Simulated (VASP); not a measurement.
The system is Ta3N.

```xyz
4
Lattice="3.0721 0.0000 0.0000 -1.5361 2.6605 0.0000 0.0000 0.0000 7.6232" Properties=species:S:1:pos:R:3 pbc="T T T"
Ta    1.5361    0.8868    6.2973
Ta    0.0000    1.7737    1.3259
Ta    0.0000    0.0000    3.8116
N     0.0000    0.0000    0.0000
```

Base run:

* Program: VASP 6.6.1
* Functional: r2SCAN
* Potentials or basis: VASP PAW PBE potentials, release 64 (Ta_pv, N)
* Cutoff: 520 eV
* k mesh: 10 × 10 × 4
* Occupations: fermi-dirac, width 0.05 eV
* Spin: no spin polarisation

Its results: band gap on the k mesh zero (band 19 reaches 6.47 eV, above the bottom of band 20 at 6.00 eV); pressure -12.1 GPa; largest force 0.224 eV/Å.

Q: After a change of settings the same cell gave: band gap on the k mesh zero (band 19 reaches 6.54 eV, above the bottom of band 20 at 5.91 eV); pressure -20.4 GPa; largest force 0.702 eV/Å. Which change was it?
A. functional from r2SCAN to LDA; potentials or basis from VASP PAW PBE potentials, release 64 (Ta_pv, N) to VASP PAW LDA potentials, release 64 (Ta_pv, N)
B. functional from r2SCAN to PBEsol
C. potentials or basis from VASP PAW PBE potentials, release 64 (Ta_pv, N) to VASP PAW PBE potentials, release 64 (Ta_sv_GW, N); cutoff from 520 eV to 660 eV; further incar settings from ALGO = Normal; EDIFF = 1e-06; NBANDS = 27 to ALGO = Normal; EDIFF = 1e-06; NBANDS = 30; valence electrons from 38 to 44
D. functional from r2SCAN to PBE; further incar settings from ALGO = Normal; EDIFF = 1e-06; NBANDS = 27 to ALGO = Normal; EDIFF = 1e-07; NBANDS = 27

A: A.

Caveats: spin-orbit coupling is left out, which moves the levels of the heavy elements; the PAW data sets were made with another functional, which shifts forces and pressure a little (some runs).
